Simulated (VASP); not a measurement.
# CuPb2S2Cl2 (I4/mmm) in VASP: single point with PBE

Aim: the single point of CuPb2S2Cl2 with PBE.

Everything below comes from runs of VASP 6.6.1. Logs are shortened: lines on timing, memory, paths and dates and some standing lists are left out, and cuts for length are marked.

### 1 The cell of the first run

The structure is tetragonal, space group I4/mmm (No. 139). Conventional cell: a = 4.500 Å, b = 4.500 Å, c = 16.202 Å, α = 90.00°, β = 90.00°, γ = 90.00°. Pb (site symmetry 4mm) has 5 S at 2.72 to 3.18 Å and 4 Cl at 3.47 Å within 3.6 Å. Cu (site symmetry 4/mmm) has 4 Cl at 2.25 Å and 2 S at 2.73 Å within 3.0 Å. Within 3.0 Å of Cl (site symmetry mmm) lie 2 Cu at 2.25 Å. Within 3.6 Å of S (site symmetry 4mm) lie 5 Pb at 2.72 to 3.18 Å and 1 Cu at 2.73 Å and 4 Cl at 3.54 Å.

### 2 Single point, PBE

The input, INCAR:

```
SYSTEM = CuPb2S2Cl2
PREC = Accurate
ENCUT = 520
EDIFF = 1E-6
ISMEAR = -1
SIGMA = 0.05
LREAL = .False.
LASPH = .True.
NELM = 100
ALGO = Normal
ISIF = 2
LWAVE = .False.
LCHARG = .False.
GGA = PE
NBANDS = 42
```

The input, KPOINTS:

```
regular mesh
0
Gamma
  8 8 8
  0 0 0
```

The input, POSCAR:

```
CuPb2S2Cl2
1.0
   -2.2500270000      2.2500270000      8.1009720000
    2.2500270000     -2.2500270000      8.1009720000
    2.2500270000      2.2500270000     -8.1009720000
Pb Cu Cl S
2 1 2 2
Direct
    0.6633550000      0.6633550000      0.0000000000
    0.3366450000      0.3366450000      0.0000000000
    0.0000000000      0.0000000000      0.0000000000
    0.0000000000      0.5000000000      0.5000000000
    0.5000000000      0.0000000000      0.5000000000
    0.8313830000      0.8313830000      0.0000000000
    0.1686170000      0.1686170000      0.0000000000
```

Potentials or basis: VASP PAW PBE potentials, release 64 (Pb_d, Cu, Cl, S).

The run is started by

```
> cat potpaw_PBE.64/Pb_d/POTCAR potpaw_PBE.64/Cu/POTCAR potpaw_PBE.64/Cl/POTCAR potpaw_PBE.64/S/POTCAR > POTCAR
> mpirun -np 1 vasp_std > vasp.out
```

OUTCAR:

```text
SYSTEM = CuPb2S2Cl2
   PREC = Accurate
   ENCUT = 520
   EDIFF = 1E-6
   ISMEAR = -1
   LREAL = .False.
   LASPH = .True.
   NELM = 100
   ISIF = 2
   GGA = PE

 ion  position               nearest neighbor table
   1  0.663  0.663  0.000-   6 2.72   7 3.18   7 3.18   7 3.18   7 3.18
   2  0.337  0.337  0.000-   7 2.72   6 3.18   6 3.18   6 3.18   6 3.18
   3  0.000  0.000  0.000-   4 2.25   5 2.25   4 2.25   5 2.25   6 2.73   7 2.73
   4  0.000  0.500  0.500-   3 2.25   3 2.25
   5  0.500  0.000  0.500-   3 2.25   3 2.25
   6  0.831  0.831  0.000-   1 2.72   3 2.73   2 3.18   2 3.18   2 3.18   2 3.18
   7  0.169  0.169  0.000-   2 2.72   3 2.73   1 3.18   1 3.18   1 3.18   1 3.18

  LATTYP: Found a body centered tetragonal cell.
 ALAT       =     4.5000540000
 C/A-ratio  =     3.6003887953

  Lattice vectors:

 A1 = (  -2.2500270000,   2.2500270000,   8.1009720000)
 A2 = (   2.2500270000,  -2.2500270000,   8.1009720000)
 A3 = (   2.2500270000,   2.2500270000,  -8.1009720000)

Analysis of symmetry for initial positions (statically):
=====================================================================
 Subroutine PRICEL returns:
 Original cell was already a primitive cell.

 Routine SETGRP: Setting up the symmetry group for a
 body centered tetragonal supercell.

 Subroutine GETGRP returns: Found 16 space group operations
 (whereof 16 operations were pure point group operations)
 out of a pool of 16 trial point group operations.

The static configuration has the point symmetry D_4h.

Analysis of symmetry for dynamics (positions and initial velocities):
=====================================================================
 Subroutine PRICEL returns:
 Original cell was already a primitive cell.

 Routine SETGRP: Setting up the symmetry group for a
 body centered tetragonal supercell.

 Subroutine GETGRP returns: Found 16 space group operations
 (whereof 16 operations were pure point group operations)
 out of a pool of 16 trial point group operations.

The dynamic configuration has the point symmetry D_4h.

 Subroutine INISYM returns: Found 16 space group operations
 (whereof 16 operations are pure point group operations),
 and found     1 'primitive' translations

----------------------------------------------------------------------------------------

                                     Primitive cell

  volume of cell :     164.0486

  direct lattice vectors                    reciprocal lattice vectors
    -2.250027000  2.250027000  8.100972000     0.000000000  0.222219556  0.061720989
     2.250027000 -2.250027000  8.100972000     0.222219556  0.000000000  0.061720989
     2.250027000  2.250027000 -8.100972000     0.222219556  0.222219556  0.000000000

  length of vectors
     8.703504486  8.703504486  8.703504486     0.230631766  0.230631766  0.314265909

  position of ions in fractional coordinates (direct lattice)
     0.663355000  0.663355000  0.000000000
     0.336645000  0.336645000  0.000000000
     0.000000000  0.000000000  0.000000000
     0.000000000  0.500000000  0.500000000
     0.500000000  0.000000000  0.500000000
     0.831383000  0.831383000  0.000000000
     0.168617000  0.168617000  0.000000000

  ion indices of the primitive-cell ions
   primitive index   ion index
                 1           1
                 2           2
                 3           3
                 4           4
                 5           5
                 6           6
                 7           7

----------------------------------------------------------------------------------------

 KPOINTS: regular mesh

Automatic generation of k-mesh.
 Grid dimensions read from file:
 generate k-points for:    8    8    8

 Generating k-lattice:

  Cartesian coordinates                     Fractional coordinates (reciprocal lattice)
     0.000000000  0.027777444  0.007715124     0.125000000  0.000000000  0.000000000
     0.027777444  0.000000000  0.007715124     0.000000000  0.125000000  0.000000000
     0.027777444  0.027777444  0.000000000     0.000000000  0.000000000  0.125000000

  Length of vectors
     0.028828971  0.028828971  0.039283239

  Shift w.r.t. Gamma in fractional coordinates (k-lattice)
     0.000000000  0.000000000  0.000000000

 Subroutine IBZKPT returns following result:
 ===========================================

 Found     59 irreducible k-points:

 Following reciprocal coordinates:
            Coordinates               Weight
  0.000000  0.000000  0.000000      1.000000
  0.125000  0.000000 -0.000000      8.000000
  0.250000  0.000000 -0.000000      8.000000
  0.375000  0.000000  0.000000      8.000000
  0.500000  0.000000 -0.000000      4.000000
  0.125000  0.125000 -0.000000      8.000000
[... 16 lines left out ...]
  0.250000  0.125000  0.125000     16.000000
  0.375000  0.125000  0.125000      8.000000
 [... further k-points ...]
   k-points           NKPTS =     59   k-points in BZ     NKDIM =     59   number of bands    NBANDS=     42
   number of dos      NEDOS =    301   number of ions     NIONS =      7
   total plane-waves  NPLWV = 343000
   dimension x,y,z NGX =    70 NGY =   70 NGZ =   70
   dimension x,y,z NGXF=   140 NGYF=  140 NGZF=  140
   ions per type =               2   1   2   2
   NGX,Y,Z   is equivalent  to a cutoff of  13.37, 13.37, 13.37 a.u.
   NGXF,Y,Z  is equivalent  to a cutoff of  26.74, 26.74, 26.74 a.u.
 SYSTEM =  CuPb2S2Cl2
   PREC   = accura    normal or accurate (medium, high low for compatibility)
   ISTART =      0    job   : 0-new  1-cont  2-samecut
   ICHARG =      2    charge: 1-file 2-atom 10-const
   ISPIN  =      1    spin polarized calculation?
   LNONCOLLINEAR =      F non collinear calculations
   LSORBIT =      F    spin-orbit coupling
   LASPH  =      T    aspherical Exc in radial PAW
   ENCUT  =  520.0 eV  38.22 Ry    6.18 a.u.  16.18 16.18 16.18*2*pi/ulx,y,z
   NELM   =    100;   NELMIN=  2; NELMDL= -5     # of ELM steps
   EDIFF  = 0.1E-05   stopping-criterion for ELM
   LREAL  =      F    real-space projection
   EDIFFG = 0.1E-04   stopping-criterion for IOM
   NSW    =      0    number of steps for IOM
   IBRION =     -1    ionic relax: 0-MD 1-quasi-New 2-CG
   NFREE  =      0    steps in history (QN), initial steepest desc. (CG)
   ISIF   =      2    stress and relaxation
   ISYM   =      2    0-nonsym 1-usesym 2-fastsym
   POTIM  = 0.5000    time-step for ionic-motion
   TEBEG  =    0.0;   TEEND  =   0.0 temperature during run
   PSTRESS=    0.0 pullay stress
   NELECT =      65.0000    total number of electrons
   NUPDOWN=      -1.0000    fix difference up-down
   EMIN   =  10.00;   EMAX   =-10.00  energy-range for DOS
   EFERMI =   0.00;   METHOD = LEGACY
   ISMEAR =    -1;   SIGMA  =   0.05  broadening in eV -4-tet -1-fermi 0-gaus
   EFERMI_NEDOS =   21; number of points for ismear=-14 and -15
   IALGO  =     38    algorithm
   IMIX   =      4    mixing-type and parameters
     AMIX     =   0.40;   BMIX     =  1.00
     AMIX_MAG =   1.60;   BMIX_MAG =  1.00
  volume/ion in A,a.u.               =      23.44       158.15
  Fermi-wavevector in a.u.,A,eV,Ry     =   1.202417  2.272239 19.671392  1.445807
  Thomas-Fermi vector in A             =   2.338199
   LORBIT       =      0    0 simple, 1 ext, 2 COOP (PROOUT), +10 PAW based schemes
   GGA     = PE    functional components
   LHFCALC =     F    Hartree Fock is set to
   AEXX    =    0.0000 exact exchange contribution
   IVDW    =     0    specifies the selected vdW correction
   LEPSILON=     F    determine dielectric tensor
   LRPA    =     F    only Hartree local field effects (RPA)
 non-spin polarized calculation
  energy-cutoff  :      520.00
  volume of cell :      164.05
 maximum number of plane-waves:      4486
 NGX is ok and might be reduce to    70
   NGX = 33   NGY = 33   NGZ = 33

 number of electron      65.0000005 magnetization

 Free energy of the ion-electron system (eV)
  ---------------------------------------------------
  ext. energy  EPLUGINS =         0.00000000
  ---------------------------------------------------
  free energy    TOTEN  =       -25.93893469 eV

  energy without entropy =      -25.91248142  energy(sigma->0) =      -25.92570805

 E-fermi :   4.1602     XC(G=0):  -9.6678

 val. band max:        4.1334213367   @ k =   0.5000   0.5000  -0.0000
 cond. band min:       4.1782394753   @ k =   0.3750   0.0000   0.0000
 fundamental gap:      0.0448181386
 Fermi energy:         4.1601703830

 k-point     1 :       0.0000    0.0000    0.0000
  band No.  band energies     occupation
      1     -12.0408      2.00000
      2     -12.0177      2.00000
      3     -12.0089      2.00000
      4     -11.9916      2.00000
      5     -11.9851      2.00000
      6     -11.9763      2.00000
[... 34 lines left out ...]
     41       9.6332      0.00000
     42      11.0645      0.00000

 k-point     2 :       0.1250    0.0000   -0.0000
  band No.  band energies     occupation
      1     -12.0367      2.00000
      2     -12.0151      2.00000
      3     -12.0070      2.00000
      4     -11.9933      2.00000
      5     -11.9837      2.00000
      6     -11.9808      2.00000
[... 34 lines left out ...]
     41      10.1206      0.00000
     42      11.4787      0.00000

 k-point     3 :       0.2500    0.0000   -0.0000
  band No.  band energies     occupation
      1     -12.0265      2.00000
      2     -12.0081      2.00000
      3     -12.0032      2.00000
      4     -11.9969      2.00000
      5     -11.9886      2.00000
      6     -11.9818      2.00000
[... 897 lines left out ...]
      4     -11.9908      2.00000
      5     -11.9822      2.00000
      6     -11.9789      2.00000
[... 34 lines left out ...]
     41      11.6604      0.00000
     42      11.8526      0.00000

 k-point    24 :       0.3750    0.1250    0.1250
  band No.  band energies     occupation
      1     -12.0291      2.00000
      2     -12.0279      2.00000
      3     -11.9902      2.00000
      4     -11.9894      2.00000
      5     -11.9848      2.00000
      6     -11.9796      2.00000
[... 34 lines left out ...]
     41      11.7063      0.00000
     42      11.9789      0.00000

 [... further k-points ...]

------------------------ aborting loop because EDIFF is reached ----------------------------------------

  FORCE on cell =-STRESS in cart. coord.  units (eV):
  Direction    XX          YY          ZZ          XY          YZ          ZX
  --------------------------------------------------------------------------------------
  -------------------------------------------------------------------------------------
  Total        0.6847997      0.6847997      0.6650245      0.0000000      0.0000000      0.0000000
  in kB        6.6880820      6.6880820      6.4949477      0.0000000      0.0000000      0.0000000
  external PRESSURE =       6.6237039 kB  Pullay stress =       0.0000000 kB

 VOLUME and BASIS-vectors are now :
 -----------------------------------------------------------------------------
  energy-cutoff  :      520.00
  volume of cell :      164.05
      direct lattice vectors                 reciprocal lattice vectors
    -2.250027000  2.250027000  8.100972000     0.000000000  0.222219556  0.061720989
     2.250027000 -2.250027000  8.100972000     0.222219556  0.000000000  0.061720989
     2.250027000  2.250027000 -8.100972000     0.222219556  0.222219556  0.000000000

 POSITION                                       TOTAL-FORCE (eV/Angst)
 -----------------------------------------------------------------------------------
      0.00000      0.00000     10.74764         0.000000      0.000000     -0.026428
      0.00000      0.00000      5.45430         0.000000      0.000000      0.026428
      0.00000      0.00000      0.00000        -0.000000     -0.000000     -0.000000
      2.25003      0.00000      0.00000        -0.000000     -0.000000     -0.000000
      0.00000      2.25003      0.00000        -0.000000     -0.000000     -0.000000
      0.00000      0.00000     13.47002        -0.000000     -0.000000     -0.070310
      0.00000      0.00000      2.73192         0.000000      0.000000      0.070310
 -----------------------------------------------------------------------------------
    total drift:                               -0.000000     -0.000000      0.000000

  FREE ENERGIE OF THE ION-ELECTRON SYSTEM (eV)
  ---------------------------------------------------
  free  energy   TOTEN  =       -25.9389346910 eV

  energy  without entropy=      -25.9124814166  energy(sigma->0) =      -25.92570805
```

Run time: 20 min. Hardware: 1 thread of Intel Xeon Platinum 8488C (Sapphire Rapids), shared host; peak memory 0.97 GiB.

Results:

```yaml
Free_energy: -25.9389 eV
Pressure: 0.7 GPa
Largest_force: 0.070 eV/Å
Band_gap_on_the_k_mesh: zero (an odd number of electrons rules out a gap without spin polarisation)
```

Forces in eV/Å, atoms in the order of the input:
```
Pb   0.000  0.000 -0.026
Pb   0.000  0.000  0.026
Cu   0.000  0.000  0.000
Cl   0.000  0.000  0.000
Cl   0.000  0.000  0.000
S    0.000  0.000 -0.070
S    0.000  0.000  0.070
```

Caveat: spin-orbit coupling is left out, which moves the levels of the heavy elements; an odd number of electrons without spin polarisation forces a metal; a magnetic or distorted state may lie lower. With open d or f shells a metallic result of PBE can be an artefact of self-interaction; +U or a hybrid may open a gap.
